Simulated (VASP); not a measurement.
Hf4O3: single point with PBE

Crystal: Hf4O3.

```
Hf O
1.0
     4.85597    0.00000    0.00000
     0.00000    4.85597    0.00000
     0.00000    0.00000    5.09113
Hf O
4 3
Direct
  0.24966 0.24966 0.24954
  0.75034 0.75034 0.24954
  0.75034 0.24966 0.75046
  0.24966 0.75034 0.75046
  0.00000 0.00000 0.00000
  0.00000 0.00000 0.50000
  0.50000 0.50000 0.00000
```

This cell differs from its parent crystal: volume scaled by 1.03, then relaxed in part.

```yaml
Program: VASP 6.6.1
Task: single point
Functional: PBE
Potentials_or_basis: VASP PAW PBE potentials, release 64 (Hf_pv, O)
Cutoff: 520 eV
k_mesh: 6 × 6 × 6
Occupations: gaussian, width 0.1 eV
Spin: no spin polarisation
```

The pressure is -5.7 GPa. The largest force is 0.115 eV/Å and the band gap on the k mesh is zero (band 29 reaches 5.63 eV, above the bottom of band 30 at 4.74 eV).

Forces on the atoms (eV/Å):
```
Hf  -0.069 -0.069 -0.060
Hf   0.069  0.069 -0.060
Hf   0.069 -0.069  0.060
Hf  -0.069  0.069  0.060
O    0.000  0.000  0.000
O    0.000  0.000  0.000
O    0.000  0.000  0.000
```

Stress tensor (GPa, compression positive):
```
-5.67  0.00  0.00
 0.00 -5.67  0.00
 0.00  0.00 -5.76
```

Levels at points of the mesh, in eV from the Fermi level:
| k point | band 27 | band 28 | band 29 | band 30 | band 31 | band 32 |
| --- | --- | --- | --- | --- | --- | --- |
| (0.00, 0.00, 0.00) | -1.71 | -0.91 | -0.26 | -0.26 | 1.00 | 1.90 |
| (0.50, 0.00, 0.00) | -0.97 | -0.50 | -0.33 | 0.25 | 0.47 | 0.91 |
| (0.50, 0.50, 0.00) | -1.68 | -0.06 | -0.06 | 0.50 | 1.20 | 1.20 |
| (0.00, 0.00, 0.50) | -1.02 | -0.75 | -0.20 | -0.05 | -0.05 | 0.73 |
| (0.50, 0.00, 0.50) | -1.34 | -1.30 | -0.03 | -0.03 | 0.76 | 1.01 |
| (0.50, 0.50, 0.50) | -1.26 | 0.43 | 0.63 | 0.69 | 0.69 | 1.23 |

Run time: 2.1 min on 1 thread of Intel(R) Xeon(R) Platinum 8259CL CPU @ 2.50GHz (Skylake/Cascade Lake), on a shared host, peak memory 0.3 GiB.

Caveat: spin-orbit coupling is left out, which moves the levels of the heavy elements.
